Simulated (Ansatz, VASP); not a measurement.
HgTe: VASP beside Ansatz

```
Hg Te
1.0
     0.00000    3.22337    3.37686
     3.22337    0.00000    3.37686
     3.22337    3.22337    0.00000
Hg Te
1 1
Direct
  0.00000 0.00000 0.00000
  0.25000 0.25000 0.25000
```

Change from the starting cell: epitaxial_xy strain -2.0%.

Alike in both runs: task single point; functional HSE06; k mesh 4 × 4 × 4; occupations fermi-dirac, width 0.02 eV; no spin polarisation.

|  | VASP | Ansatz |
| --- | --- | --- |
| version | VASP 6.6.1 | Ansatz 0.2.0 |
| potentials or method | VASP PAW PBE potentials, release 64 (Hg, Te) | plane waves, PAW |
| plane-wave cutoff (eV) | 520 | 420 |
| valence electrons in the cell | 18 | 36 |

|  | VASP | Ansatz | Ansatz less VASP |
| --- | --- | --- | --- |
| pressure (GPa) | 0.6 | 0.7 | +0.07 |
| traceless stress, the component that is largest in VASP (GPa) | -0.50 | -0.50 | +0.003 |

VASP's potentials hold 18 valence electrons a cell and Ansatz's 36, so a difference there can come from the potentials and not from the codes. Ansatz's warnings: filled band counts differ across k points, stress exchange threshold loose, stress scf threshold loose.

The k mesh is coarse, so the values compare programs but aren't converged. Spin-orbit coupling is off throughout.
